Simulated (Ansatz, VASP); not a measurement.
Si15Ni in VASP and in Ansatz

```
Ni Si
1.0
     0.00000    5.43700    5.43700
     5.43700    0.00000    5.43700
     5.43700    5.43700    0.00000
Ni Si
1 15
Direct
  0.00000 0.00000 0.00000
  0.00085 0.00085 0.49915
  0.00085 0.49915 0.00085
  0.00085 0.49915 0.49915
  0.49915 0.00085 0.00085
  0.49915 0.00085 0.49915
  0.49915 0.49915 0.00085
  0.50000 0.50000 0.50000
  0.12022 0.12022 0.12022
  0.12022 0.12022 0.63934
  0.12022 0.63934 0.12022
  0.12355 0.62548 0.62548
  0.63934 0.12022 0.12022
  0.62548 0.12355 0.62548
  0.62548 0.62548 0.12355
  0.62548 0.62548 0.62548
```

Alike in both runs: task single point; functional PBEsol; k mesh 3 × 3 × 3; occupations gaussian, width 0.05 eV; collinear spin.

```csv
,VASP,Ansatz
version,VASP 6.6.1,Ansatz 0.2.0
potentials or method,"VASP PAW PBE potentials, release 64 (Ni, Si), cutoff 520 eV","scalar-relativistic, plane waves, PAW"
valence electrons in the cell,70,78
```

```csv
,VASP,Ansatz,Ansatz less VASP
gap on the k mesh at the Fermi level (eV),none,none,-
pressure (GPa),-2.1,-2.2,-0.09
rms of the force components (eV/Å),0.005,0.008,+0.0031
net moment per atom (μB),0.04,0.04,+0.001
size of the moment on the site where the two differ most (μB),0.20,0.18,-0.021
```

VASP's potentials were made for PBE, not for PBEsol. Site moments also hang on the region over which each program counts them. Atom by atom the forces differ by 0.005 eV/Å (rms over components). A gap of «none» marks a metal or a gap that the smearing closes. With one functional, cell and mesh, what is left measures potentials, basis and numerics. VASP's potentials hold 70 valence electrons a cell and Ansatz's 78, so a difference there can come from the potentials and not from the codes. Ansatz's warnings: given moment on shells.
